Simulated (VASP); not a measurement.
Wanted: the native input for a VASP 6.6.1 run.

- Task: single point
- Functional: PBE
- Potentials or basis: VASP PAW PBE potentials, release 64 (Si, C)
- Cutoff: 520 eV
- k mesh: 10 × 10 × 10
- Occupations: fermi-dirac, width 0.02 eV
- Spin: no spin polarisation
- Dipole correction: no
- Further INCAR settings: ALGO = Normal; EDIFF = 1e-06; NBANDS = 11

The structure of SiC lies in POSCAR:

```
SiC
1.0
    0.0000000000      2.1780504216      2.1780504216
    2.1780504216      0.0000000000      2.1780504216
    2.1780504216      2.1780504216      0.0000000000
Si C
1 1
Direct
    0.2500000000      0.2500000000      0.2500000000
    0.0000000000      0.0000000000      0.0000000000
```

One way to write it, as run:

INCAR

```
PREC = Accurate
ENCUT = 520
EDIFF = 1E-6
ISMEAR = -1
SIGMA = 0.02
LREAL = False
LASPH = True
NELM = 100
ALGO = Normal
ISIF = 2
LWAVE = False
LCHARG = False
GGA = PE
NBANDS = 11
```

KPOINTS

```
Automatic mesh
0
Gamma
  10 10 10
```

Potentials or basis: VASP PAW PBE potentials, release 64 (Si, C).

The run is started by

```sh
$ cat potpaw_PBE.64/Si/POTCAR potpaw_PBE.64/C/POTCAR > POTCAR
$ mpirun -np 1 vasp_std > vasp.out
```

It gave:

- Pressure: 3.5 GPa
- Band gap on the k mesh: 1.36 eV, indirect (least direct gap 4.54 eV)

Wall time 3.7 s on 1 thread of Intel Xeon 6975P-C (shared host), peak memory 0.14 GiB.
